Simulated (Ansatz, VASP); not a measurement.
## Al2Ru: VASP beside Ansatz

Contents of INCAR:

```
PREC = Accurate
ENCUT = 520
EDIFF = 1E-6
ISMEAR = -1
SIGMA = 0.1
LREAL = F
LASPH = T
NELM = 80
ALGO = Normal
ISIF = 2
LWAVE = F
LCHARG = F
GGA = PS
NBANDS = 17
```

KPOINTS

```
regular mesh
0
Gamma
  15 15 15
```

POSCAR

```
Al2Ru
1.0
   -1.5604216200      1.5604216200      4.2218055900
    1.5604216200     -1.5604216200      4.2218055900
    1.5604216200      1.5604216200     -4.2218055900
Al Ru
2 1
Direct
    0.6592021900      0.6592021900      0.0000000000
    0.3407978100      0.3407978100      0.0000000000
    0.0000000000      0.0000000000      0.0000000000
```

Input for Ansatz:

```yaml
crystal:
  lattice:
    - [-1.56042162, 1.56042162, 4.22180559]
    - [1.56042162, -1.56042162, 4.22180559]
    - [1.56042162, 1.56042162, -4.22180559]
  atoms:
    - { symbol: Al, position: [0.65920219, 0.65920219, 0.0] }
    - { symbol: Al, position: [0.34079781, 0.34079781, 0.0] }
    - { symbol: Ru, position: [0.0, 0.0, 0.0] }
basis:
  ecutwfc: 550.0
kpoints:
  mp_grid:
    grid: [15, 15, 15]
    shift: [0.0, 0.0, 0.0]
hamiltonian:
  xc: pbesol
scf:
  occupations:
    method: fermi_dirac
output:
  forces: true
```

Alike in both runs: task single point; functional PBEsol; k mesh 15 × 15 × 15; no spin polarisation.

|  | VASP | Ansatz |
| --- | --- | --- |
| version | VASP 6.6.1 | Ansatz 0.2.0 |
| potentials or method | VASP PAW PBE potentials, release 64 (Al, Ru_pv), cutoff 520 eV | plane waves, PAW |
| occupations | fermi-dirac, width 0.1 eV | fermi-dirac |
| valence electrons in the cell | 20 | 22 |

|  | VASP | Ansatz | Ansatz less VASP |
| --- | --- | --- | --- |
| rms of the force components (eV/Å) | 0.032 | 0.032 | +0.0006 |

VASP's potentials were made for PBE, not for PBEsol. Atom by atom the forces differ by 0.001 eV/Å (rms over components). VASP's potentials hold 20 valence electrons a cell and Ansatz's 22, so a difference there can come from the potentials and not from the codes.
